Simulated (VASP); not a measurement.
Set up this calculation in VASP 6.6.1, as the native input.

```yaml
Task: single point
Functional: PBE
Potentials_or_basis: VASP PAW PBE potentials, release 64 (In_d, P)
Cutoff: 520 eV
k_mesh: 3 × 3 × 3
Occupations: fermi-dirac, width 0.05 eV
Spin: no spin polarisation
Dipole_correction: no
Further_INCAR_settings: ALGO = Normal; EDIFF = 1e-06; NBANDS = 16
```

The structure of InP lies in POSCAR:

```
InP
1.0
    0.0000000000      2.9305000000      2.9305000000
    2.9305000000      0.0000000000      2.9305000000
    2.9305000000      2.9305000000      0.0000000000
In P
1 1
Direct
    0.0000000000      0.0000000000      0.0000000000
    0.7500000000      0.7500000000      0.7500000000
```

One way to write it, as run:

INCAR

```
SYSTEM = InP
PREC = Accurate ; ENCUT = 520
EDIFF = 1E-6 ; ISMEAR = -1
SIGMA = 0.05 ; LREAL = .FALSE.
LASPH = .TRUE. ; NELM = 60
ALGO = Normal ; ISIF = 2
LWAVE = .FALSE. ; LCHARG = .FALSE.
GGA = PE ; NBANDS = 16
```

KPOINTS

```
Automatic mesh
0
G
  3 3 3
  0 0 0
```

Potentials or basis: VASP PAW PBE potentials, release 64 (In_d, P).

The run is started by

```console
$ cat potpaw_PBE.64/In_d/POTCAR potpaw_PBE.64/P/POTCAR > POTCAR
$ mpirun -np 1 vasp_std > vasp.out
```

It gave:

- Pressure: 4.1 GPa
- Band gap on the k mesh: 0.68 eV, direct

Caveat: the k points lie up to 0.62 Å⁻¹ apart; spin-orbit coupling is left out, which moves the levels of the heavy elements.

It took 3.8 s on 1 thread of AMD EPYC 9R45 96-Core Processor (Zen 5) (shared host), peak memory 0.14 GiB.
